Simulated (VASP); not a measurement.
# SnSe2 (P-3m1) in VASP: notebook

Runs on SnSe2. Level: PBE. Tasks: single point.

All numbers are computed with VASP 6.6.1; they aren't measurements. Logs are shortened: lines on timing, memory, paths and dates and some standing lists are left out, and cuts for length are marked.

## (1) The cell of the first run

It takes space group P-3m1 (No. 164, trigonal). Conventional cell: a = 3.659 Å, b = 3.659 Å, c = 5.250 Å, α = 90.00°, β = 90.00°, γ = 120.00°. Within 3.5 Å of Sn (site symmetry -3m) lie 6 Se at 2.64 Å. Within 3.5 Å of Se (site symmetry 3m) lie 3 Sn at 2.64 Å and 3 Se at 2.96 Å.

## (2) Single point, PBE

The input, INCAR:

```
PREC     = Accurate       # precision mode
ENCUT    = 520            # plane-wave cutoff, eV
EDIFF    = 1E-7           # SCF threshold, eV
ISMEAR   = -1             # smearing method
SIGMA    = 0.02           # smearing width, eV
LREAL    = F              # projectors in reciprocal space
LASPH    = T              # aspherical terms in the spheres
NELM     = 80             # most SCF steps
ALGO     = Normal         # electronic algorithm
ISIF     = 2              # what is computed and relaxed
LWAVE    = F              # write WAVECAR
LCHARG   = F              # write CHGCAR
GGA      = PE             # functional
NBANDS   = 20             # bands
```

The input, KPOINTS:

```
regular mesh
0
Gamma
  7 7 4
```

The input, POSCAR:

```
SnSe2
1.0
    3.6589347319      0.0000000000      0.0000000000
   -1.8294673660      3.1687304286      0.0000000000
    0.0000000000      0.0000000000      5.2495626174
Sn Se
1 2
Direct
    0.0000000000      0.0000000000      0.0000000000
    0.3333333333      0.6666666667      0.3021870157
    0.6666666667      0.3333333333      0.6978129843
```

Potentials or basis: VASP PAW PBE potentials, release 64 (Sn_d, Se).

Command:

```console
> cat potpaw_PBE.64/Sn_d/POTCAR potpaw_PBE.64/Se/POTCAR > POTCAR
> mpirun -np 1 vasp_std > vasp.out
```

OUTCAR:

```text
PREC = Accurate
   ENCUT = 520
   EDIFF = 1E-7
   ISMEAR = -1
   LREAL = F
   LASPH = T
   NELM = 80
   ISIF = 2
   GGA = PE

 ion  position               nearest neighbor table
   1  0.000  0.000  0.000-   2 2.64   3 2.64   3 2.64   2 2.64   3 2.64   2 2.64
   2  0.333  0.667  0.302-   1 2.64   1 2.64   1 2.64
   3  0.667  0.333  0.698-   1 2.64   1 2.64   1 2.64

  LATTYP: Found a hexagonal cell.
 ALAT       =     3.6589347319
 C/A-ratio  =     1.4347243124

  Lattice vectors:

 A1 = (   3.6589347319,   0.0000000000,   0.0000000000)
 A2 = (  -1.8294673660,   3.1687304286,   0.0000000000)
 A3 = (   0.0000000000,   0.0000000000,   5.2495626174)

Analysis of symmetry for initial positions (statically):
=====================================================================
 Subroutine PRICEL returns:
 Original cell was already a primitive cell.

 Routine SETGRP: Setting up the symmetry group for a
 hexagonal supercell.

 Subroutine GETGRP returns: Found 12 space group operations
 (whereof 12 operations were pure point group operations)
 out of a pool of 24 trial point group operations.

The static configuration has the point symmetry D_3d.

Analysis of symmetry for dynamics (positions and initial velocities):
=====================================================================
 Subroutine PRICEL returns:
 Original cell was already a primitive cell.

 Routine SETGRP: Setting up the symmetry group for a
 hexagonal supercell.

 Subroutine GETGRP returns: Found 12 space group operations
 (whereof 12 operations were pure point group operations)
 out of a pool of 24 trial point group operations.

The dynamic configuration has the point symmetry D_3d.

 Subroutine INISYM returns: Found 12 space group operations
 (whereof 12 operations are pure point group operations),
 and found     1 'primitive' translations

----------------------------------------------------------------------------------------

                                     Primitive cell

  volume of cell :      60.8644

  direct lattice vectors                    reciprocal lattice vectors
     3.658934732  0.000000000  0.000000000     0.273303591  0.157791902  0.000000000
    -1.829467366  3.168730429  0.000000000     0.000000000  0.315583803  0.000000000
     0.000000000  0.000000000  5.249562617     0.000000000  0.000000000  0.190492061

  length of vectors
     3.658934732  3.658934732  5.249562617     0.315583803  0.315583803  0.190492061

  position of ions in fractional coordinates (direct lattice)
     0.000000000  0.000000000  0.000000000
     0.333333333  0.666666667  0.302187016
     0.666666667  0.333333333  0.697812984

  ion indices of the primitive-cell ions
   primitive index   ion index
                 1           1
                 2           2
                 3           3

----------------------------------------------------------------------------------------

 KPOINTS: regular mesh

Automatic generation of k-mesh.
 Grid dimensions read from file:
 generate k-points for:    7    7    4

 Generating k-lattice:

  Cartesian coordinates                     Fractional coordinates (reciprocal lattice)
     0.039043370  0.022541700  0.000000000     0.142857143  0.000000000  0.000000000
     0.000000000  0.045083400  0.000000000     0.000000000  0.142857143  0.000000000
     0.000000000  0.000000000  0.047623015     0.000000000  0.000000000  0.250000000

  Length of vectors
     0.045083400  0.045083400  0.047623015

  Shift w.r.t. Gamma in fractional coordinates (k-lattice)
     0.000000000  0.000000000  0.000000000

 Subroutine IBZKPT returns following result:
 ===========================================

 Found     28 irreducible k-points:

 Following reciprocal coordinates:
            Coordinates               Weight
  0.000000  0.000000  0.000000      1.000000
  0.142857  0.000000  0.000000      6.000000
  0.285714  0.000000  0.000000      6.000000
  0.428571  0.000000  0.000000      6.000000
  0.142857  0.142857  0.000000      6.000000
  0.285714  0.142857  0.000000     12.000000
[... 16 lines left out ...]
  0.285714  0.000000  0.500000      6.000000
  0.428571  0.000000  0.500000      6.000000
 [... further k-points ...]
   k-points           NKPTS =     28   k-points in BZ     NKDIM =     28   number of bands    NBANDS=     20
   number of dos      NEDOS =    301   number of ions     NIONS =      3
   total plane-waves  NPLWV =  31360
   dimension x,y,z NGX =    28 NGY =   28 NGZ =   40
   dimension x,y,z NGXF=    56 NGYF=   56 NGZF=   80
   ions per type =               1   2
   NGX,Y,Z   is equivalent  to a cutoff of  12.72, 12.72, 12.67 a.u.
   NGXF,Y,Z  is equivalent  to a cutoff of  25.44, 25.44, 25.33 a.u.
 SYSTEM =  unknown system
   PREC   = accura    normal or accurate (medium, high low for compatibility)
   ISTART =      0    job   : 0-new  1-cont  2-samecut
   ICHARG =      2    charge: 1-file 2-atom 10-const
   ISPIN  =      1    spin polarized calculation?
   LNONCOLLINEAR =      F non collinear calculations
   LSORBIT =      F    spin-orbit coupling
   LASPH  =      T    aspherical Exc in radial PAW
   ENCUT  =  520.0 eV  38.22 Ry    6.18 a.u.   6.80  6.80  9.76*2*pi/ulx,y,z
   NELM   =     80;   NELMIN=  2; NELMDL= -5     # of ELM steps
   EDIFF  = 0.1E-06   stopping-criterion for ELM
   LREAL  =      F    real-space projection
   EDIFFG = 0.1E-05   stopping-criterion for IOM
   NSW    =      0    number of steps for IOM
   IBRION =     -1    ionic relax: 0-MD 1-quasi-New 2-CG
   NFREE  =      0    steps in history (QN), initial steepest desc. (CG)
   ISIF   =      2    stress and relaxation
   ISYM   =      2    0-nonsym 1-usesym 2-fastsym
   POTIM  = 0.5000    time-step for ionic-motion
   TEBEG  =    0.0;   TEEND  =   0.0 temperature during run
   PSTRESS=    0.0 pullay stress
   NELECT =      26.0000    total number of electrons
   NUPDOWN=      -1.0000    fix difference up-down
   EMIN   =  10.00;   EMAX   =-10.00  energy-range for DOS
   EFERMI =   0.00;   METHOD = LEGACY
   ISMEAR =    -1;   SIGMA  =   0.02  broadening in eV -4-tet -1-fermi 0-gaus
   EFERMI_NEDOS =   21; number of points for ismear=-14 and -15
   IALGO  =     38    algorithm
   IMIX   =      4    mixing-type and parameters
     AMIX     =   0.40;   BMIX     =  1.00
     AMIX_MAG =   1.60;   BMIX_MAG =  1.00
  volume/ion in A,a.u.               =      20.29       136.91
  Fermi-wavevector in a.u.,A,eV,Ry     =   1.232948  2.329935 20.683058  1.520162
  Thomas-Fermi vector in A             =   2.367698
   LORBIT       =      0    0 simple, 1 ext, 2 COOP (PROOUT), +10 PAW based schemes
   GGA     = PE    functional components
   LHFCALC =     F    Hartree Fock is set to
   AEXX    =    0.0000 exact exchange contribution
   IVDW    =     0    specifies the selected vdW correction
   LEPSILON=     F    determine dielectric tensor
   LRPA    =     F    only Hartree local field effects (RPA)
 non-spin polarized calculation
  energy-cutoff  :      520.00
  volume of cell :       60.86
 maximum number of plane-waves:      1651
 NGX is ok and might be reduce to    28
   NGX = 13   NGY = 13   NGZ = 19

 number of electron      26.0000008 magnetization

 Free energy of the ion-electron system (eV)
  ---------------------------------------------------
  ext. energy  EPLUGINS =         0.00000000
  ---------------------------------------------------
  free energy    TOTEN  =       -10.91750777 eV

  energy without entropy =      -10.91750663  energy(sigma->0) =      -10.91750720

 E-fermi :   7.7630     XC(G=0): -10.7766

 val. band max:        7.5680692117   @ k =   0.0000   0.0000   0.0000
 cond. band min:       7.9703848691   @ k =   0.1429   0.0000   0.0000
 fundamental gap:      0.4023156574
 Fermi energy:         7.7630491293

 k-point     1 :       0.0000    0.0000    0.0000
  band No.  band energies     occupation
      1     -14.2179      2.00000
      2     -14.2179      2.00000
      3     -14.1695      2.00000
      4     -14.1449      2.00000
      5     -14.1449      2.00000
      6      -8.1781      2.00000
[... 12 lines left out ...]
     19      16.7207      0.00000
     20      16.7208      0.00000

 k-point     2 :       0.1429    0.0000    0.0000
  band No.  band energies     occupation
      1     -14.2317      2.00000
      2     -14.2071      2.00000
      3     -14.1617      2.00000
      4     -14.1518      2.00000
      5     -14.1432      2.00000
      6      -7.9381      2.00000
[... 12 lines left out ...]
     19      14.9419      0.00000
     20      16.0894      0.00000

 k-point     3 :       0.2857    0.0000    0.0000
  band No.  band energies     occupation
      1     -14.2676      2.00000
      2     -14.1910      2.00000
      3     -14.1711      2.00000
      4     -14.1355      2.00000
      5     -14.1311      2.00000
      6      -7.2543      2.00000
[... 12 lines left out ...]
     19      15.7895      0.00000
     20      17.0806      0.00000

 k-point     4 :       0.4286    0.0000    0.0000
  band No.  band energies     occupation
      1     -14.2983      2.00000
      2     -14.1869      2.00000
      3     -14.1819      2.00000
      4     -14.1172      2.00000
      5     -14.1124      2.00000
      6      -6.3371      2.00000
[... 12 lines left out ...]
     19      18.2386      0.00000
     20      19.5599      0.00000

 k-point     5 :       0.1429    0.1429    0.0000
  band No.  band energies     occupation
      1     -14.2511      2.00000
      2     -14.2008      2.00000
      3     -14.1611      2.00000
      4     -14.1516      2.00000
      5     -14.1318      2.00000
      6      -7.4737      2.00000
[... 12 lines left out ...]
     19      13.5872      0.00000
     20      17.7060      0.00000
[... 353 lines left out ...]
      6      -7.1062      2.00000
[... 12 lines left out ...]
     19      14.7533      0.00000
     20      14.7533      0.00000

 k-point    22 :       0.1429    0.0000    0.5000
  band No.  band energies     occupation
      1     -14.2323      2.00000
      2     -14.2071      2.00000
      3     -14.1602      2.00000
      4     -14.1521      2.00000
      5     -14.1434      2.00000
      6      -6.8832      2.00000
[... 12 lines left out ...]
     19      14.1351      0.00000
     20      15.4714      0.00000

 k-point    23 :       0.2857    0.0000    0.5000
  band No.  band energies     occupation
      1     -14.2697      2.00000
      2     -14.1915      2.00000
      3     -14.1719      2.00000
      4     -14.1339      2.00000
      5     -14.1312      2.00000
      6      -6.2954      2.00000
[... 12 lines left out ...]
     19      16.3159      0.00000
     20      17.2971      0.00000

 k-point    24 :       0.4286    0.0000    0.5000
  band No.  band energies     occupation
      1     -14.3013      2.00000
      2     -14.1876      2.00000
      3     -14.1829      2.00000
      4     -14.1155      2.00000
      5     -14.1125      2.00000
      6      -5.6627      2.00000
[... 12 lines left out ...]
     19      16.3818      0.00000
     20      18.6649      0.00000

 [... further k-points ...]

------------------------ aborting loop because EDIFF is reached ----------------------------------------

  FORCE on cell =-STRESS in cart. coord.  units (eV):
  Direction    XX          YY          ZZ          XY          YZ          ZX
  --------------------------------------------------------------------------------------
  -------------------------------------------------------------------------------------
  Total        7.6485156      7.6485156      7.6614942     -0.0000000     -0.0000000      0.0000000
  in kB      201.3374946    201.3374946    201.6791413     -0.0000000     -0.0000000      0.0000000
  external PRESSURE =     201.4513768 kB  Pullay stress =       0.0000000 kB

 VOLUME and BASIS-vectors are now :
 -----------------------------------------------------------------------------
  energy-cutoff  :      520.00
  volume of cell :       60.86
      direct lattice vectors                 reciprocal lattice vectors
     3.658934732  0.000000000  0.000000000     0.273303591  0.157791902  0.000000000
    -1.829467366  3.168730429  0.000000000     0.000000000  0.315583803  0.000000000
     0.000000000  0.000000000  5.249562617     0.000000000  0.000000000  0.190492061

 POSITION                                       TOTAL-FORCE (eV/Angst)
 -----------------------------------------------------------------------------------
      0.00000      0.00000      0.00000        -0.000000      0.000000      0.000000
     -0.00000      2.11249      1.58635        -0.000000      0.000000      0.022947
      1.82947      1.05624      3.66321         0.000000     -0.000000     -0.022947
 -----------------------------------------------------------------------------------
    total drift:                               -0.000000      0.000000      0.000000

  FREE ENERGIE OF THE ION-ELECTRON SYSTEM (eV)
  ---------------------------------------------------
  free  energy   TOTEN  =       -10.9175077682 eV

  energy  without entropy=      -10.9175066333  energy(sigma->0) =      -10.91750720
```

Wall time 18 s (1 thread of AMD EPYC 9R45 (Zen 5), shared host); peak memory 0.16 GiB.

What came out:

```yaml
Free_energy: -10.9175 eV
Pressure: 20.1 GPa
Largest_force: 0.023 eV/Å
Band_gap_on_the_k_mesh: zero (bands 13 and 14 overlap by 0.76 eV)
```

Forces in eV/Å, atoms in the order of the input:
```
Sn   0.000  0.000  0.000
Se   0.000  0.000  0.023
Se   0.000  0.000 -0.023
```

Caveat: the cell stands under pressure; semilocal functionals underestimate gaps, and a narrow one can read as zero; spin-orbit coupling is left out, which moves the levels of the heavy elements.

## (3) Single point, PBE

This run uses another cell than the first one, of 22.19 Å³/atom.

The input, INCAR:

```
SYSTEM = SnSe2
  PREC = Accurate
  ENCUT = 520
  EDIFF = 1E-7
  ISMEAR = -1
  SIGMA = 0.02
  LREAL = .False.
  LASPH = .True.
  NELM = 80
  ALGO = Normal
  ISIF = 2
  LWAVE = .False.
  LCHARG = .False.
  GGA = PE
  NBANDS = 20
```

The input, KPOINTS:

```
Automatic mesh
0
Gamma
  7 7 4
  0 0 0
```

The input, POSCAR:

```
SnSe2
1.0
    3.7667002122      0.0000000000      0.0000000000
   -1.8833501061      3.2620580722      0.0000000000
    0.0000000000      0.0000000000      5.4188067536
Sn Se
1 2
Direct
    0.0000000000      0.0000000000      0.0000000000
    0.3333333333      0.6666666667      0.2934045994
    0.6666666667      0.3333333333      0.7065954006
```

Potentials or basis: VASP PAW PBE potentials, release 64 (Sn_d, Se).

Command:

```console
> cat potpaw_PBE.64/Sn_d/POTCAR potpaw_PBE.64/Se/POTCAR > POTCAR
> mpirun -np 1 vasp_std > vasp.out
```

Run time: 17 s. Hardware: 1 thread of AMD EPYC 9R45 (Zen 5), shared host; peak memory 0.16 GiB.

Results (log left out):

* Free energy: -11.4407 eV
* Pressure: 10.1 GPa
* Largest force: 0.025 eV/Å
* Band gap on the k mesh: zero (bands 13 and 14 overlap by 0.28 eV)

Forces in eV/Å, atoms in the order of the input:
```
Sn   0.000  0.000  0.000
Se   0.000  0.000  0.025
Se   0.000  0.000 -0.025
```

Levels at points of the mesh, in eV from the Fermi level:
```csv
k point,band 11,band 12,band 13,band 14,band 15,band 16
"(0.00, 0.00, 0.00)",-1.11,-1.11,-0.13,0.54,2.80,4.42
"(0.00, 0.00, 0.50)",-1.61,-0.59,-0.59,2.48,2.79,3.49
```

Caveat: the cell stands under pressure; semilocal functionals underestimate gaps, and a narrow one can read as zero; spin-orbit coupling is left out, which moves the levels of the heavy elements.

## (4) Single point, PBE

This run uses another cell than the first one, of 24.09 Å³/atom.

The input, INCAR:

```
SYSTEM = SnSe2
PREC = Accurate
ENCUT = 520
EDIFF = 1E-6
ISMEAR = -1
SIGMA = 0.02
LREAL = .FALSE.
LASPH = .TRUE.
NELM = 60
ALGO = Normal
ISIF = 2
LWAVE = .FALSE.
LCHARG = .FALSE.
GGA = PE
NBANDS = 20
```

The input, KPOINTS:

```
regular mesh
0
G
  7 7 4
  0 0 0
```

The input, POSCAR:

```
SnSe2
1.0
    3.8059470358      0.0000000000      0.0000000000
   -1.9029735179      3.2960468185      0.0000000000
    0.0000000000      0.0000000000      5.7619684901
Sn Se
1 2
Direct
    0.0000000000      0.0000000000      0.0000000000
    0.3333333333      0.6666666667      0.2759959064
    0.6666666667      0.3333333333      0.7240040936
```

Command:

```console
> cat potpaw_PBE.64/Sn_d/POTCAR potpaw_PBE.64/Se/POTCAR > POTCAR
> mpirun -np 1 vasp_std > vasp.out
```

Wall time 18 s (1 thread of AMD EPYC 9R45 (Zen 5), shared host); peak memory 0.17 GiB.

Results (log left out):

| Property | Result |
| --- | --- |
| Free energy | -11.7015 eV |
| Pressure | 5.1 GPa |
| Largest force | 0.017 eV/Å |
| Band gap on the k mesh | 0.34 eV (least direct gap 0.71 eV) |

Forces in eV/Å, atoms in the order of the input:
```
Sn   0.000  0.000  0.000
Se   0.000  0.000  0.017
Se   0.000  0.000 -0.017
```

Levels at points of the mesh, in eV from the valence-band top:
```tsv
k point	band 10	band 11	band 12	band 13	band 14	band 15	band 16	band 17
(0.00, 0.00, 0.00)	-0.90	-0.85	-0.85	-0.11	0.60	2.81	4.42	4.42
(0.00, 0.00, 0.50)	-1.17	-1.17	-0.44	-0.44	2.53	2.64	3.85	3.85
```

Caveat: the cell stands under pressure; semilocal functionals underestimate gaps, and a narrow one can read as zero; spin-orbit coupling is left out, which moves the levels of the heavy elements. A k mesh can miss the band edges.

(Part 1 of 2 ends here.)

The gap in the log of VASP goes by the Fermi energy; the results here count the filled bands.